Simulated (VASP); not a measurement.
Crystal: CuAu.

```
Cu Au
1.0
     2.81075    0.00000    0.00000
     0.00000    2.81075    0.00000
     0.00000    0.00000    3.68500
Cu Au
1 1
Direct
  0.50000 0.50000 0.50000
  0.00000 0.00000 0.00000
```

| Property | Result |
| --- | --- |
| Program | VASP 6.6.1 |
| Task | relaxation of cell and atoms |
| Functional | PBE |
| Potentials or basis | VASP PAW PBE potentials, release 64 (Cu, Au) |
| Cutoff | 600 eV |
| k mesh | 14 × 14 × 12 |
| Occupations | gaussian, width 0.1 eV |
| Spin | no spin polarisation |

At the start: pressure 4.7 GPa; volume 14.56 Å³/atom.

Problem. Where does the relaxation end?

Solution. Over 9 steps the energy falls by 8.7 meV/atom and the volume is 15.00 Å³/atom (+3.1 %); space group P4/mmm (No. 123, to 0.05 Å).

The path:
```
step  energy change (eV)  largest force (eV/Å)  pressure (GPa)  volume (Å³)
   1              0.0000                0.0000            4.72        29.11
   2             -0.0029                0.0000           -3.96        30.96
   3             -0.0140                0.0000           -0.13        30.07
   4             -0.0140                0.0000           -0.02        30.05
   5             -0.0146                0.0000            0.04        30.05
   6             -0.0162                0.0000           -0.04        30.03
   7             -0.0174                0.0000            0.12        29.98
   8             -0.0173                0.0000           -0.37        30.11
   9             -0.0174                0.0000            0.00        30.01
```

Final structure:
```
Cu Au
1.0
     2.88910    0.00000    0.00000
     0.00000    2.88910    0.00000
     0.00000    0.00000    3.59529
Cu Au
1 1
Direct
  0.50000 0.50000 0.50000
  0.00000 0.00000 0.00000
```
